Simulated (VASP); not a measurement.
# Se (P6/mmm) in VASP: notebook

Runs on Se. Level: PBE. Tasks: relaxation of cell and atoms, single point.

Program: VASP 6.6.1. These are calculated values, not measurements. Logs are shortened: lines on timing, memory, paths and dates and some standing lists are left out, and cuts for length are marked.

## 1. The cell of the first run

Symmetry: P6/mmm, No. 191, hexagonal system. The conventional cell has a = 4.685 Å, b = 4.685 Å, c = 3.994 Å, α = 90.00°, β = 90.00°, γ = 120.00°. Within 3.6 Å of Se (site symmetry -6m2) lie 9 Se at 2.70 to 3.36 Å. Within 4.4 Å of Se (site symmetry 6/mmm) lie 14 Se at 3.36 to 3.99 Å.

## 2. Relaxation of cell and atoms, PBE

File INCAR:

```
SYSTEM = Se
  PREC = Accurate
  ENCUT = 600
  EDIFF = 1E-6
  ISMEAR = 0
  SIGMA = 0.1
  LREAL = .False.
  LASPH = .True.
  NELM = 60
  ALGO = Normal
  ISIF = 3
  LWAVE = .False.
  LCHARG = .False.
  GGA = PE
  IBRION = 2
  NSW = 90
  EDIFFG = -0.04
```

File KPOINTS:

```
Automatic mesh
0
Gamma
  6 6 4
  0 0 0
```

File POSCAR:

```
Se
1.0
    4.6849931663      0.0000000000      0.0000000000
   -2.3424965832      4.0573230985      0.0000000000
    0.0000000000      0.0000000000      3.9935937188
Se
3
Direct
    0.3333333333      0.6666666667      0.5000000000
    0.0000000000      0.0000000000      0.0000000000
    0.6666666667      0.3333333333      0.5000000000
```

Potentials or basis: VASP PAW PBE potentials, release 64 (Se).

Command:

```sh
$ cat potpaw_PBE.64/Se/POTCAR > POTCAR
$ mpirun -np 1 vasp_std > vasp.out
```

OUTCAR:

```text
SYSTEM = Se
   PREC = Accurate
   ENCUT = 600
   EDIFF = 1E-6
   ISMEAR = 0
   LREAL = .False.
   LASPH = .True.
   NELM = 60
   ISIF = 3
   GGA = PE
   IBRION = 2
   NSW = 90
   EDIFFG = -0.04

 ion  position               nearest neighbor table
   1  0.333  0.667  0.500-   3 2.70   3 2.70   3 2.70
   2  0.000  0.000  0.000-
   3  0.667  0.333  0.500-   1 2.70   1 2.70   1 2.70

  LATTYP: Found a hexagonal cell.
 ALAT       =     4.6849931663
 C/A-ratio  =     0.8524225281

  Lattice vectors:

 A1 = (   4.6849931663,   0.0000000000,   0.0000000000)
 A2 = (  -2.3424965832,   4.0573230985,   0.0000000000)
 A3 = (   0.0000000000,   0.0000000000,   3.9935937188)

Analysis of symmetry for initial positions (statically):
=====================================================================
 Subroutine PRICEL returns:
 Original cell was already a primitive cell.

 Routine SETGRP: Setting up the symmetry group for a
 hexagonal supercell.

 Subroutine GETGRP returns: Found 24 space group operations
 (whereof 24 operations were pure point group operations)
 out of a pool of 24 trial point group operations.

The static configuration has the point symmetry D_6h.

Analysis of symmetry for dynamics (positions and initial velocities):
=====================================================================
 Subroutine PRICEL returns:
 Original cell was already a primitive cell.

 Routine SETGRP: Setting up the symmetry group for a
 hexagonal supercell.

 Subroutine GETGRP returns: Found 24 space group operations
 (whereof 24 operations were pure point group operations)
 out of a pool of 24 trial point group operations.

The dynamic configuration has the point symmetry D_6h.

 Subroutine INISYM returns: Found 24 space group operations
 (whereof 24 operations are pure point group operations),
 and found     1 'primitive' translations

----------------------------------------------------------------------------------------

                                     Primitive cell

  volume of cell :      75.9123

  direct lattice vectors                    reciprocal lattice vectors
     4.684993166  0.000000000  0.000000000     0.213447483  0.123233962  0.000000000
    -2.342496583  4.057323099  0.000000000     0.000000000  0.246467924  0.000000000
     0.000000000  0.000000000  3.993593719     0.000000000  0.000000000  0.250401035

  length of vectors
     4.684993166  4.684993166  3.993593719     0.246467924  0.246467924  0.250401035

  position of ions in fractional coordinates (direct lattice)
     0.333333333  0.666666667  0.500000000
     0.000000000  0.000000000  0.000000000
     0.666666667  0.333333333  0.500000000

  ion indices of the primitive-cell ions
   primitive index   ion index
                 1           1
                 2           2
                 3           3

----------------------------------------------------------------------------------------

 KPOINTS: Automatic mesh

Automatic generation of k-mesh.
 Grid dimensions read from file:
 generate k-points for:    6    6    4

 Generating k-lattice:

  Cartesian coordinates                     Fractional coordinates (reciprocal lattice)
     0.035574581  0.020538994  0.000000000     0.166666667 -0.000000000  0.000000000
     0.000000000  0.041077987  0.000000000     0.000000000  0.166666667  0.000000000
     0.000000000  0.000000000  0.062600259     0.000000000  0.000000000  0.250000000

  Length of vectors
     0.041077987  0.041077987  0.062600259

  Shift w.r.t. Gamma in fractional coordinates (k-lattice)
     0.000000000  0.000000000  0.000000000

 Subroutine IBZKPT returns following result:
 ===========================================

 Found     21 irreducible k-points:

 Following reciprocal coordinates:
            Coordinates               Weight
  0.000000  0.000000  0.000000      1.000000
  0.166667  0.000000  0.000000      6.000000
  0.333333 -0.000000  0.000000      6.000000
  0.500000  0.000000  0.000000      3.000000
  0.166667  0.166667  0.000000      6.000000
  0.333333  0.166667  0.000000     12.000000
[... 13 lines left out ...]
  0.333333  0.166667  0.500000     12.000000
  0.333333  0.333333  0.500000      2.000000
   k-points           NKPTS =     21   k-points in BZ     NKDIM =     21   number of bands    NBANDS=     13
   number of dos      NEDOS =    301   number of ions     NIONS =      3
   total plane-waves  NPLWV =  51200
   dimension x,y,z NGX =    40 NGY =   40 NGZ =   32
   dimension x,y,z NGXF=    80 NGYF=   80 NGZF=   64
   ions per type =               3
   NGX,Y,Z   is equivalent  to a cutoff of  14.19, 14.19, 13.32 a.u.
   NGXF,Y,Z  is equivalent  to a cutoff of  28.39, 28.39, 26.64 a.u.
 SYSTEM =  Se
   PREC   = accura    normal or accurate (medium, high low for compatibility)
   ISTART =      0    job   : 0-new  1-cont  2-samecut
   ICHARG =      2    charge: 1-file 2-atom 10-const
   ISPIN  =      1    spin polarized calculation?
   LNONCOLLINEAR =      F non collinear calculations
   LSORBIT =      F    spin-orbit coupling
   LASPH  =      T    aspherical Exc in radial PAW
   ENCUT  =  600.0 eV  44.10 Ry    6.64 a.u.   9.36  9.36  7.98*2*pi/ulx,y,z
   NELM   =     60;   NELMIN=  2; NELMDL= -5     # of ELM steps
   EDIFF  = 0.1E-05   stopping-criterion for ELM
   LREAL  =      F    real-space projection
   EDIFFG = -.4E-01   stopping-criterion for IOM
   NSW    =     90    number of steps for IOM
   IBRION =      2    ionic relax: 0-MD 1-quasi-New 2-CG
   NFREE  =      1    steps in history (QN), initial steepest desc. (CG)
   ISIF   =      3    stress and relaxation
   ISYM   =      2    0-nonsym 1-usesym 2-fastsym
   POTIM  = 0.5000    time-step for ionic-motion
   TEBEG  =    0.0;   TEEND  =   0.0 temperature during run
   PSTRESS=    0.0 pullay stress
   NELECT =      18.0000    total number of electrons
   NUPDOWN=      -1.0000    fix difference up-down
   EMIN   =  10.00;   EMAX   =-10.00  energy-range for DOS
   EFERMI =   0.00;   METHOD = LEGACY
   ISMEAR =     0;   SIGMA  =   0.10  broadening in eV -4-tet -1-fermi 0-gaus
   EFERMI_NEDOS =   21; number of points for ismear=-14 and -15
   IALGO  =     38    algorithm
   IMIX   =      4    mixing-type and parameters
     AMIX     =   0.40;   BMIX     =  1.00
     AMIX_MAG =   1.60;   BMIX_MAG =  1.00
  volume/ion in A,a.u.               =      25.30       170.76
  Fermi-wavevector in a.u.,A,eV,Ry     =   1.013277  1.914816 13.969514  1.026730
  Thomas-Fermi vector in A             =   2.146436
   LORBIT       =      0    0 simple, 1 ext, 2 COOP (PROOUT), +10 PAW based schemes
   GGA     = PE    functional components
   LHFCALC =     F    Hartree Fock is set to
   AEXX    =    0.0000 exact exchange contribution
   IVDW    =     0    specifies the selected vdW correction
   LEPSILON=     F    determine dielectric tensor
   LRPA    =     F    only Hartree local field effects (RPA)
 conjugate gradient relaxation of ions
 non-spin polarized calculation
 Gauss-broadening in eV      SIGMA  =   0.10
  energy-cutoff  :      600.00
  volume of cell :       75.91
 maximum number of plane-waves:      2572
 NGX is ok and might be reduce to    40
   NGX = 19   NGY = 19   NGZ = 15

--------------------------------------- Ionic step        1  -------------------------------------------

 number of electron      17.9999998 magnetization

 Free energy of the ion-electron system (eV)
  ---------------------------------------------------
  ext. energy  EPLUGINS =         0.00000000
  ---------------------------------------------------
  free energy    TOTEN  =        -8.48159431 eV

  energy without entropy =       -8.46791646  energy(sigma->0) =       -8.47475538

 E-fermi :   3.1276     XC(G=0):  -9.4890

 val. band max:        3.0771817765   @ k =   0.3333   0.1667   0.0000
 cond. band min:       3.1771689672   @ k =   0.5000   0.0000   0.2500
 fundamental gap:      0.0999871907
 Fermi energy:         3.1276340355

 k-point     1 :       0.0000    0.0000    0.0000
  band No.  band energies     occupation
      1     -12.0172      2.00000
      2      -8.3562      2.00000
      3      -7.5502      2.00000
      4      -1.2511      2.00000
      5      -1.2511      2.00000
      6      -0.1850      2.00000
      7       0.6298      2.00000
      8       0.6298      2.00000
      9       3.9463      0.00000
     10       4.0427      0.00000
     11       5.3592      0.00000
     12       5.3592      0.00000
     13       7.4939      0.00000
[... 422 lines left out ...]
  FREE ENERGIE OF THE ION-ELECTRON SYSTEM (eV)
  ---------------------------------------------------
  free  energy   TOTEN  =        -8.6293718675 eV

  energy  without entropy=       -8.6198715457  energy(sigma->0) =       -8.62462171

[... ionic steps 4 to 8 ...]

--------------------------------------- Ionic step        9  -------------------------------------------

 number of electron      17.9999999 magnetization

------------------------ aborting loop because EDIFF is reached ----------------------------------------

  FORCE on cell =-STRESS in cart. coord.  units (eV):
  Direction    XX          YY          ZZ          XY          YZ          ZX
  --------------------------------------------------------------------------------------
  -------------------------------------------------------------------------------------
  Total        0.4006191      0.4006191      0.1503019     -0.0000000      0.0000000      0.0000000
  in kB       10.0988396     10.0988396      3.7888243     -0.0000000      0.0000000      0.0000000
  external PRESSURE =       7.9955011 kB  Pullay stress =       0.0000000 kB
[... 22 lines left out ...]
  energy  without entropy=       -8.7003888641  energy(sigma->0) =       -8.70760226

--------------------------------------- Ionic step       10  -------------------------------------------

 number of electron      18.0000000 magnetization

 E-fermi :   4.8263     XC(G=0): -10.2424

 val. band max:        4.8165589431   @ k =   0.1667   0.0000   0.5000
 cond. band min:       4.8507346621   @ k =   0.3333   0.1667   0.0000
 fundamental gap:      0.0341757191
 Fermi energy:         4.8262984121

 k-point     1 :       0.0000    0.0000    0.0000
  band No.  band energies     occupation
      1     -11.1753      2.00000
      2      -6.8560      2.00000
      3      -6.2497      2.00000
      4      -0.1426      2.00000
      5      -0.1426      2.00000
      6       1.1110      2.00000
      7       1.1110      2.00000
      8       2.1247      2.00000
      9       6.2314      0.00000
     10       6.3371      0.00000
     11       7.8076      0.00000
     12       7.8076      0.00000
     13       9.1104      0.00000
[... 352 lines left out ...]
  energy  without entropy=       -8.6995238984  energy(sigma->0) =       -8.70685801

--------------------------------------- Ionic step       11  -------------------------------------------

 number of electron      18.0000000 magnetization

 Free energy of the ion-electron system (eV)
  ---------------------------------------------------
  ext. energy  EPLUGINS =         0.00000000
  ---------------------------------------------------
  free energy    TOTEN  =        -8.71677827 eV

  energy without entropy =       -8.70227245  energy(sigma->0) =       -8.70952536

 E-fermi :   4.9789     XC(G=0): -10.3003

 val. band max:        4.9498997808   @ k =   0.1667   0.0000   0.5000
 cond. band min:       5.0002975612   @ k =   0.3333   0.1667   0.0000
 fundamental gap:      0.0503977804
 Fermi energy:         4.9789280751

 k-point     1 :       0.0000    0.0000    0.0000
  band No.  band energies     occupation
      1     -11.1398      2.00000
      2      -6.7106      2.00000
      3      -6.0762      2.00000
      4      -0.0694      2.00000
      5      -0.0694      2.00000
      6       1.2015      2.00000
      7       1.2015      2.00000
      8       2.1957      2.00000
      9       6.4061      0.00000
     10       6.5109      0.00000
     11       8.0179      0.00000
     12       8.0179      0.00000
     13       9.1850      0.00000
[... 348 lines left out ...]
  FREE ENERGIE OF THE ION-ELECTRON SYSTEM (eV)
  ---------------------------------------------------
  free  energy   TOTEN  =        -8.7167782711 eV

  energy  without entropy=       -8.7022724541  energy(sigma->0) =       -8.70952536

 reached required accuracy - stopping structural energy minimisation
```

Run time: 2.5 min. Hardware: 1 thread of Intel Xeon Platinum 8259CL at 2.50GHz (Skylake/Cascade Lake), shared host; peak memory 0.23 GiB.

What came out:

```
Free energy                            : -8.7168 eV
Relaxed volume                         : 21.42 Å³/atom
Relaxed cell                           : a = 4.636 Å, b = 4.636 Å, c = 3.454 Å, α = 90.00°, β = 90.00°, γ = 120.00°
Space group after relaxing (to 0.05 Å) : P6/mmm (No. 191)
Energy gained by relaxing              : 78.4 meV/atom
Ionic steps                            : 11
Pressure after relaxing                : 0.0 GPa
Band gap on the k mesh                 : zero (band 9 reaches 6.41 eV, above the bottom of band 10 at 3.54 eV)
```

Step by step:
```
step  energy change (eV)  largest force (eV/Å)  pressure (GPa)  volume (Å³)
   1              0.0000                0.0000           -5.22        75.91
   2             -0.1469                0.0000            0.61        67.22
   3             -0.1478                0.0000            0.10        67.77
   4             -0.1822                0.0000            0.13        66.74
   5             -0.2300                0.0000            0.55        64.19
   6             -0.2307                0.0000            1.00        63.12
   7             -0.2328                0.0000            0.72        63.75
   8             -0.2326                0.0000            0.90        63.34
   9             -0.2332                0.0000            0.80        63.56
  10             -0.2326                0.0000           -0.87        65.10
  11             -0.2352                0.0000            0.00        64.27
```

Final structure:
```xyz
3
Lattice="4.6356 0.0000 0.0000 -2.3178 4.0145 0.0000 0.0000 0.0000 3.4535" Properties=species:S:1:pos:R:3 pbc="T T T"
Se    0.0000    2.6764    1.7268
Se    0.0000    0.0000    0.0000
Se    2.3178    1.3382    1.7268
```

Caveat: the k points lie up to 0.45 Å⁻¹ apart in the final cell; the volume moved by over 15 % at a fixed basis, so the end points are rough.

## 3. Relaxation of cell and atoms, PBE

This run uses another cell than the first one, of 21.48 Å³/atom, 0.849 times its volume.

File INCAR:

```
SYSTEM = Se
ALGO = Normal
EDIFF = 1E-7
EDIFFG = -0.04
ENCUT = 600
GGA = PE
IBRION = 2
ISIF = 3
ISMEAR = 0
LASPH = .TRUE.
LCHARG = .FALSE.
LREAL = .FALSE.
LWAVE = .FALSE.
NELM = 80
NSW = 90
PREC = Accurate
SIGMA = 0.1
```

File KPOINTS:

```
k-points
0
G
  6 6 6
  0 0 0
```

File POSCAR:

```
Se
1.0
    4.6319850131      0.0000000000      0.0000000000
   -2.3159925065      4.0114166913      0.0000000000
    0.0000000000      0.0000000000      3.4676661815
Se
3
Direct
    0.3333333333      0.6666666667      0.5000000000
    0.0000000000      0.0000000000      0.0000000000
    0.6666666667      0.3333333333      0.5000000000
```

Potentials or basis: VASP PAW PBE potentials, release 64 (Se).

Command:

```sh
$ cat potpaw_PBE.64/Se/POTCAR > POTCAR
$ mpirun -np 1 vasp_std > vasp.out
```

It took 58 s on 1 thread of Intel Xeon Platinum 8259CL at 2.50GHz (Skylake/Cascade Lake), shared host; peak memory 0.21 GiB.

The run converged. Its results:

```yaml
Free_energy: -8.6994 eV
Relaxed_volume: 21.50 Å³/atom
Relaxed_cell: a = 4.620 Å, b = 4.620 Å, c = 3.489 Å, α = 90.00°, β = 90.00°, γ = 120.00°
Space_group_after_relaxing_to_0.05_Å: P6/mmm (No. 191)
Energy_gained_by_relaxing: 0.3 meV/atom
Ionic_steps: 3
Pressure_after_relaxing: 0.2 GPa
Band_gap_on_the_k_mesh: zero (band 9 reaches 6.29 eV, above the bottom of band 10 at 3.58 eV)
```

The path:
```csv
step,energy change (eV),largest force (eV/Å),pressure (GPa),volume (Å³)
1,0.0000,0.0000,0.03,64.43
2,-0.0008,0.0000,0.11,64.47
3,-0.0009,0.0000,0.17,64.49
```

Final structure:
```
Se
1.0
     4.61979    0.00000    0.00000
    -2.30990    4.00086    0.00000
     0.00000    0.00000    3.48929
Se
3
Direct
  0.33333 0.66667 0.50000
  0.00000 0.00000 0.00000
  0.66667 0.33333 0.50000
```

Levels at points of the mesh, in eV from the Fermi level:
| k point | band 6 | band 7 | band 8 | band 9 | band 10 | band 11 | band 12 | band 13 |
| --- | --- | --- | --- | --- | --- | --- | --- | --- |
| (0.00, 0.00, 0.00) | -3.69 | -3.69 | -2.92 | 1.35 | 1.48 | 3.03 | 3.03 | 4.13 |
| (0.50, 0.00, 0.00) | -1.73 | -1.17 | -1.00 | -0.11 | 0.77 | 1.04 | 1.57 | 5.95 |
| (0.00, 0.00, 0.50) | -4.17 | -2.72 | -1.59 | -1.59 | -1.35 | -0.65 | -0.65 | 4.95 |
| (0.50, 0.00, 0.50) | -5.30 | -3.03 | -2.04 | 0.10 | 0.84 | 1.43 | 2.16 | 7.61 |

## 4. Single point, PBE

This run uses another cell than the first one, of 21.43 Å³/atom, 0.847 times its volume.

File INCAR:

```
ALGO = Normal
EDIFF = 1E-7
ENCUT = 520
GGA = PE
ISIF = 2
ISMEAR = 0
LASPH = T
LCHARG = F
LREAL = F
LWAVE = F
NBANDS = 16
NELM = 60
PREC = Accurate
SIGMA = 0.1
```

File KPOINTS:

```
k-points
0
Gamma
  12 12 14
```

File POSCAR:

```
Se
1.0
    4.6610894492      0.0000000000      0.0000000000
   -2.3305447246      4.0366218723      0.0000000000
    0.0000000000      0.0000000000      3.4164723615
Se
3
Direct
    0.3333333333      0.6666666667      0.5000000000
    0.0000000000      0.0000000000      0.0000000000
    0.6666666667      0.3333333333      0.5000000000
```

Command:

```sh
$ cat potpaw_PBE.64/Se/POTCAR > POTCAR
$ mpirun -np 1 vasp_std > vasp.out
```

Run time: 1.9 min. Hardware: 1 thread of Intel Xeon Platinum 8259CL at 2.50GHz (Skylake/Cascade Lake), shared host; peak memory 0.26 GiB.

It converged, with:

```
Free energy            : -8.6992 eV
Pressure               : 0.0 GPa
Band gap on the k mesh : zero (band 9 reaches 6.44 eV, above the bottom of band 10 at 3.40 eV)
```

Levels at points of the mesh, in eV from the Fermi level:
```csv
k point,band 6,band 7,band 8,band 9,band 10,band 11,band 12,band 13
"(0.00, 0.00, 0.00)",-3.77,-3.77,-2.55,1.52,1.65,3.11,3.11,4.36
"(0.50, 0.00, 0.00)",-1.76,-0.86,-0.70,-0.06,0.97,1.04,1.46,6.11
"(0.00, 0.00, 0.50)",-4.25,-2.82,-1.59,-1.59,-1.53,-0.57,-0.57,4.90
"(0.50, 0.00, 0.50)",-5.10,-3.13,-2.03,0.08,0.81,1.33,2.14,7.63
```

## 5. Overview

```tsv
task	cell	k mesh	cutoff (eV)	gap on the mesh (eV)	pressure (GPa)	relaxed volume (Å³/atom)
relaxation of cell and atoms	relaxed from a = 4.685, b = 4.685, c = 3.994 Å, angles 90.0, 90.0, 120.0°, 3 atoms	6 × 6 × 4	600	none	0.0	21.42
relaxation of cell and atoms	relaxed from a = 4.632, b = 4.632, c = 3.468 Å, angles 90.0, 90.0, 120.0°, 3 atoms	6 × 6 × 6	600	none	0.2	21.50
single point	a = 4.661, b = 4.661, c = 3.416 Å, angles 90.0, 90.0, 120.0°, 3 atoms	12 × 12 × 14	520	none	0.0	-
```

Alike in all rows: level PBE; potentials or basis VASP PAW PBE potentials, release 64 (Se); no spin polarisation; smearing gaussian 0.1 eV.

Caveats: some runs use coarse meshes; the volume moved by over 15 % at a fixed basis, so the end points are rough (some runs).

Absolute energies hang on the potentials; compare differences alone.
